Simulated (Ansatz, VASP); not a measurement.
## Two plane-wave programs on GaSb

Contents of POSCAR:

```
GaSb
1.0
    0.0000000000      3.0590000000      3.0590000000
    3.1507700000      0.0000000000      3.0590000000
    3.1507700000      3.0590000000      0.0000000000
Ga Sb
1 1
Direct
    0.0000000000      0.0000000000      0.0000000000
    0.7500000000      0.7500000000      0.7500000000
```

The input INCAR.step1:

```
ALGO = Normal
EDIFF = 1E-4
ENCUT = 520
GGA = PE
ISMEAR = 0
LASPH = True
LCHARG = False
LREAL = False
LWAVE = True
NBANDS = 16
NELM = 100
PREC = Accurate
SIGMA = 0.05
```

Contents of INCAR.step2:

```
ALGO = Normal
EDIFF = 1E-7
ENCUT = 520
ISIF = 2
ISMEAR = 0
ISTART = 1
LASPH = True
LCHARG = False
LMIXTAU = True
LREAL = False
LWAVE = False
METAGGA = R2SCAN
NBANDS = 16
NELM = 100
PREC = Accurate
SIGMA = 0.05
```

The input KPOINTS:

```
k-points
0
Gamma
  10 10 10
```

Input for Ansatz:

```yaml
crystal:
  lattice:
    - [0.0, 3.059, 3.059]
    - [3.15077, 0.0, 3.059]
    - [3.15077, 3.059, 0.0]
  atoms:
    - { symbol: Ga, position: [0.0, 0.0, 0.0] }
    - { symbol: Sb, position: [0.75, 0.75, 0.75] }
basis:
  ecutwfc: 500
kpoints:
  mp_grid: { grid: [10, 10, 10] }
hamiltonian:
  xc: r2scan
scf:
  occupations: { method: gaussian, width: 0.05 }
output:
  forces: true
  stress: true
  eigenvalues: true
```

Change from the starting cell: strain +0.0300 x Voigt [1, 0, 0, 0, 0, 0], atoms carried along.

Alike in both runs: task single point; functional r2SCAN; k mesh 10 × 10 × 10; occupations gaussian, width 0.05 eV; no spin polarisation.

|  | VASP | Ansatz |
| --- | --- | --- |
| version | VASP 6.6.1 | Ansatz 0.2.0 |
| potentials or method | VASP PAW PBE potentials, release 64 (Ga_d, Sb), cutoff 520 eV | scalar-relativistic, plane waves, PAW |
| valence electrons in the cell | 18 | 28 |

|  | VASP | Ansatz | Ansatz less VASP |
| --- | --- | --- | --- |
| gap on the k mesh at the Fermi level (eV) | 0.16 | 0.18 | +0.017 |
| least direct gap on the mesh (eV) | 0.16 | 0.18 | +0.017 |
| pressure (GPa) | -1.1 | -1.1 | -0.10 |
| traceless stress, the component that is largest in VASP (GPa) | -1.00 | -1.02 | -0.015 |

VASP's potentials were made for PBE, not for r2SCAN. VASP's potentials hold 18 valence electrons a cell and Ansatz's 28, so a difference there can come from the potentials and not from the codes.

Neither program's run includes spin-orbit coupling.
